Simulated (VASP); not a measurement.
A run of VASP 6.6.1 is set up as follows.

The input INCAR:

```
PREC = Accurate ; ENCUT = 520
EDIFF = 1E-6 ; ISMEAR = 0
SIGMA = 0.1 ; LREAL = False
LASPH = True ; NELM = 100
ALGO = Normal ; ISIF = 2
LWAVE = False ; LCHARG = False
GGA = PE ; NBANDS = 36
```

File KPOINTS:

```
Automatic mesh
0
Gamma
  4 4 2
```

File POSCAR:

```
Cd3SeS2
1.0
    3.8287165800      0.0000000000      0.0000000000
    0.0000000000      3.8287165800      0.0000000000
    0.0000000000      0.0000000000     12.1236835100
Cd Se S
3 1 2
Direct
    0.5000000000      0.5000000000      0.1787200000
    0.5000000000      0.5000000000      0.5000000000
    0.5000000000      0.5000000000      0.8212800000
    0.0000000000      0.0000000000      0.0000000000
    0.0000000000      0.0000000000      0.3334420000
    0.0000000000      0.0000000000      0.6665580000
```

Potentials or basis: VASP PAW PBE potentials, release 64 (Cd, Se, S).

Run with:

```sh
$ cat potpaw_PBE.64/Cd/POTCAR potpaw_PBE.64/Se/POTCAR potpaw_PBE.64/S/POTCAR > POTCAR
$ mpirun -np 1 vasp_std > vasp.out
```

Question: What does it give for the band gap on the k mesh?

Answer: Zero (band 27 reaches 0.80 eV, above the bottom of band 28 at 0.34 eV).

Question: Estimate the pressure.

Answer: -9.5 GPa.

Question: What does it give for the largest force?

Answer: 0.347 eV/Å.

Stress tensor (GPa, compression positive):
```
-9.33  0.00  0.00
 0.00 -9.33  0.00
 0.00  0.00 -9.88
```

Caveat: the k points lie up to 0.41 Å⁻¹ apart.
